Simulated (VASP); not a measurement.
A run of VASP 6.6.1 is set up as follows.

The input INCAR:

```
PREC = Accurate
ENCUT = 520
EDIFF = 1E-7
ISMEAR = -1
SIGMA = 0.05
LREAL = False
LASPH = True
NELM = 100
ALGO = Normal
ISIF = 2
LWAVE = False
LCHARG = True
GGA = PS
LELF = True
LVHAR = True
NBANDS = 16
```

File KPOINTS:

```
regular mesh
0
Gamma
  8 8 8
```

The input POSCAR:

```
GaAs
1.0
    0.0000000000      2.7709614687      2.7709614687
    2.7709614687      0.0000000000      2.7709614687
    2.7709614687      2.7709614687      0.0000000000
As Ga
1 1
Direct
    0.7500000000      0.7500000000      0.7500000000
    0.0000000000      0.0000000000      0.0000000000
```

Potentials or basis: VASP PAW PBE potentials, release 64 (As, Ga_d).

The run is started by

```bash
$ cat potpaw_PBE.64/As/POTCAR potpaw_PBE.64/Ga_d/POTCAR > POTCAR
$ mpirun -np 1 vasp_std > vasp.out
```

Task: Estimate the pressure.

Result: 5.2 GPa.

Task: Estimate the band gap on the k mesh.

Result: 0.91 eV, direct.

Caveat: the PAW data sets were made with another functional, which shifts forces and pressure a little. A k mesh can miss the band edges.
